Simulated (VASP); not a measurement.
# Ge (Fd-3m) in VASP: further runs, part 2 of 2

VASP 6.6.1.

### Step 4. Single point, PBE-based screened hybrid with 40 % exact exchange

POSCAR reads:

```
Ge
1.0
    0.0000000000      2.8368735121      2.8368735121
    2.8368735121      0.0000000000      2.8368735121
    2.8368735121      2.8368735121      0.0000000000
Ge
2
Direct
    0.0000000000      0.0000000000      0.0000000000
    0.2500000000      0.2500000000      0.2500000000
```

INCAR.step1 reads:

```
ALGO = Normal
EDIFF = 1E-5
ENCUT = 520
GGA = PE
ISIF = 2
ISMEAR = -1
LASPH = True
LCHARG = False
LREAL = False
LWAVE = True
NBANDS = 21
NELM = 100
PREC = Accurate
SIGMA = 0.02
```

INCAR.step2 reads:

```
AEXX = 0.4
ALGO = Normal
EDIFF = 1E-7
ENCUT = 520
GGA = PE
HFSCREEN = 0.3
ISIF = 2
ISMEAR = -1
ISTART = 1
LASPH = True
LCHARG = False
LHFCALC = True
LREAL = False
LWAVE = False
NBANDS = 21
NELM = 100
PREC = Accurate
PRECFOCK = Normal
SIGMA = 0.02
```

KPOINTS reads:

```
k-points
0
Gamma
  4 4 4
```

Potentials or basis: VASP PAW PBE potentials, release 64 (Ge_d).

Launch:

```bash
$ cat potpaw_PBE.64/Ge_d/POTCAR > POTCAR
$ cp INCAR.step1 INCAR
$ mpirun -np 1 vasp_std > vasp.out
$ cp INCAR.step2 INCAR
$ mpirun -np 1 vasp_std > vasp.out
```

OUTCAR:

```text
AEXX = 0.4
   EDIFF = 1E-7
   ENCUT = 520
   GGA = PE
   HFSCREEN = 0.3
   ISIF = 2
   ISMEAR = -1
   ISTART = 1
   LASPH = True
   LHFCALC = True
   LREAL = False
   NELM = 100
   PREC = Accurate
   PRECFOCK = Normal

 ion  position               nearest neighbor table
   1  0.000  0.000  0.000-   2 2.46   2 2.46   2 2.46   2 2.46
   2  0.250  0.250  0.250-   1 2.46   1 2.46   1 2.46   1 2.46

  LATTYP: Found a face centered cubic cell.
 ALAT       =     5.6737470242

  Lattice vectors:

 A1 = (   0.0000000000,   2.8368735121,   2.8368735121)
 A2 = (   2.8368735121,   0.0000000000,   2.8368735121)
 A3 = (   2.8368735121,   2.8368735121,   0.0000000000)

Analysis of symmetry for initial positions (statically):
=====================================================================
 Subroutine PRICEL returns:
 Original cell was already a primitive cell.

 Routine SETGRP: Setting up the symmetry group for a
 face centered cubic supercell.

[... 152 lines left out ...]
  ---------------------------------------------------
  ext. energy  EPLUGINS =         0.00000000
  ---------------------------------------------------
  free energy    TOTEN  =       -11.02720299 eV

  energy without entropy =      -11.02720299  energy(sigma->0) =      -11.02720299

 E-fermi :   5.0115     XC(G=0):  -7.3901

 val. band max:        4.5085367216   @ k =   0.0000   0.0000   0.0000
 cond. band min:       5.5487422270   @ k =   0.5000   0.0000   0.0000
 fundamental gap:      1.0402055054
 Fermi energy:         5.0115257473

 k-point     1 :       0.0000    0.0000    0.0000
  band No.  band energies     occupation
      1     -25.0976      2.00000
      2     -25.0976      2.00000
      3     -25.0976      2.00000
      4     -25.0600      2.00000
      5     -25.0600      2.00000
      6     -24.8595      2.00000
[... 181 lines left out ...]
     20      17.0719      0.00000
     21      18.9718      0.00000

------------------------ aborting loop because EDIFF is reached ----------------------------------------

  FORCE on cell =-STRESS in cart. coord.  units (eV):
  Direction    XX          YY          ZZ          XY          YZ          ZX
  --------------------------------------------------------------------------------------
  -------------------------------------------------------------------------------------
  Total       -0.0865874     -0.0865874     -0.0865874      0.0000000     -0.0000000     -0.0000000
  in kB       -3.0381934     -3.0381934     -3.0381934      0.0000000     -0.0000000     -0.0000000
  external PRESSURE =      -3.0381934 kB  Pullay stress =       0.0000000 kB

 VOLUME and BASIS-vectors are now :
 -----------------------------------------------------------------------------
  energy-cutoff  :      520.00
  volume of cell :       45.66
      direct lattice vectors                 reciprocal lattice vectors
     0.000000000  2.836873512  2.836873512    -0.176250368  0.176250368  0.176250368
     2.836873512  0.000000000  2.836873512     0.176250368 -0.176250368  0.176250368
     2.836873512  2.836873512  0.000000000     0.176250368  0.176250368 -0.176250368

 POSITION                                       TOTAL-FORCE (eV/Angst)
 -----------------------------------------------------------------------------------
      0.00000      0.00000      0.00000         0.000000      0.000000      0.000000
      1.41844      1.41844      1.41844        -0.000000     -0.000000     -0.000000
 -----------------------------------------------------------------------------------
    total drift:                                0.000001     -0.000000      0.000001

  FREE ENERGIE OF THE ION-ELECTRON SYSTEM (eV)
  ---------------------------------------------------
  free  energy   TOTEN  =       -11.0272029884 eV

  energy  without entropy=      -11.0272029884  energy(sigma->0) =      -11.02720299
```

OUTCAR.step1:

```text
EDIFF = 1E-5
   ENCUT = 520
   GGA = PE
   ISIF = 2
   ISMEAR = -1
[... 396 lines left out ...]
 -----------------------------------------------------------------------------------
      0.00000      0.00000      0.00000         0.000000     -0.000000      0.000000
      1.41844      1.41844      1.41844        -0.000000      0.000000     -0.000000
 -----------------------------------------------------------------------------------
    total drift:                                0.000000      0.000000      0.000000

  FREE ENERGIE OF THE ION-ELECTRON SYSTEM (eV)
  ---------------------------------------------------
  free  energy   TOTEN  =        -8.7589624619 eV

  energy  without entropy=       -8.7576223884  energy(sigma->0) =       -8.75829243
```

Run time: 19 min. Hardware: 1 thread of AMD EPYC 7R13 (Zen 3), shared host; peak memory 0.24 GiB.

Results:

* Free energy: -11.0272 eV
* Pressure: -0.3 GPa
* Band gap on the k mesh: 1.04 eV (least direct gap 1.20 eV)

Caveat: the k points lie up to 0.48 Å⁻¹ apart; the PAW data sets were made with another functional, which shifts forces and pressure a little.

### Step 5. The runs side by side

| level | share of exact exchange | screening parameter | gap on the mesh (eV) | pressure (GPa) |
| --- | --- | --- | --- | --- |
| PBE-based global hybrid with 50 % exact exchange | 0.5 | - | 3.07 | -2.3 |
| PBE-based screened hybrid with 35 % exact exchange | 0.35 | 0.5 1/Å | 0.61 | 1.1 |
| PBE-based screened hybrid with 40 % exact exchange | 0.4 | 0.3 1/Å | 1.04 | -0.3 |

Alike in all rows: task single point; potentials or basis VASP PAW PBE potentials, release 64 (Ge_d); no spin polarisation; cell as given; k mesh 4 × 4 × 4; cutoff (eV) 520; smearing fermi-dirac 0.02 eV.

Caveats: all runs use coarse meshes; the PAW data sets were made with another functional, which shifts forces and pressure a little.

Total energies depend on the potentials used, so only differences within one code and one set of settings carry meaning.
